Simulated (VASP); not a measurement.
Write the native input for VASP 6.6.1 that does the following.

| Property | Result |
| --- | --- |
| Task | single point |
| Functional | PBEsol |
| Dispersion | D4 |
| Potentials or basis | VASP PAW PBE potentials, release 64 (Cl, K_sv, Sc_sv) |
| Cutoff | 520 eV |
| k mesh | 2 × 2 × 2, shifted |
| Occupations | methfessel-paxton, width 0.05 eV |
| Spin | no spin polarisation |
| Dipole correction | no |
| Further INCAR settings | LREAL = Auto; ALGO = Normal; EDIFF = 1e-06; NBANDS = 79 |

The structure of K7ScCl8 (a cell with a defect) lies in POSCAR:

```
K7ScCl8
1.0
   12.4872680000      0.0000000000      0.0000000000
    0.0000000000      6.2436340000      0.0000000000
    0.0000000000      0.0000000000      6.2436340000
Cl K Sc
8 7 1
Direct
    0.2490000000      0.0022040000      0.0044090000
    0.7524460000      0.0024360000      0.0033980000
    0.0011250000      0.5039060000      0.0009410000
    0.4991660000      0.4986320000      0.0034490000
    0.0011750000      0.9997140000      0.4996510000
    0.4988410000      0.9960910000      0.4972950000
    0.2519930000      0.4990410000      0.4974340000
    0.7489720000      0.4996820000      0.5012230000
    0.0028860000      0.9981380000      0.9967480000
    0.4996050000      0.0010780000      0.9997120000
    0.2500060000      0.4991190000      0.9999810000
    0.7471960000      0.5017170000      0.9990590000
    0.2512250000      0.9966740000      0.5048070000
    0.7485150000      0.0012220000      0.4980720000
    0.0043660000      0.5026370000      0.5034800000
    0.5020610000      0.4994950000      0.4971460000
```

These files were run (other wordings do the same):

INCAR

```
SYSTEM = K7ScCl8
ALGO = Normal
EDIFF = 1E-6
ENCUT = 520
GGA = PS
ISIF = 2
ISMEAR = 1
IVDW = 13
LASPH = .True.
LCHARG = .False.
LREAL = Auto
LWAVE = .False.
NBANDS = 79
NELM = 60
PREC = Accurate
SIGMA = 0.05
```

KPOINTS

```
Automatic mesh
0
Gamma
  2 2 2
  0.5 0.5 0.5
```

Potentials or basis: VASP PAW PBE potentials, release 64 (Cl, K_sv, Sc_sv).

Run with:

```sh
$ cat potpaw_PBE.64/Cl/POTCAR potpaw_PBE.64/K_sv/POTCAR potpaw_PBE.64/Sc_sv/POTCAR > POTCAR
$ mpirun -np 1 vasp_std > vasp.out
```

Results of the run:

```yaml
Pressure: -1.3 GPa
Largest_force: 0.541 eV/Å
Band_gap_on_the_k_mesh: 0.02 eV
Dispersion_energy_per_atom: -0.071 eV
```

Caveat: semilocal functionals underestimate gaps, and a narrow one can read as zero; the PAW data sets were made with another functional, which shifts forces and pressure a little.

It took 11 min on 1 thread of AMD EPYC 7R13, on a shared host, peak memory 0.5 GiB.
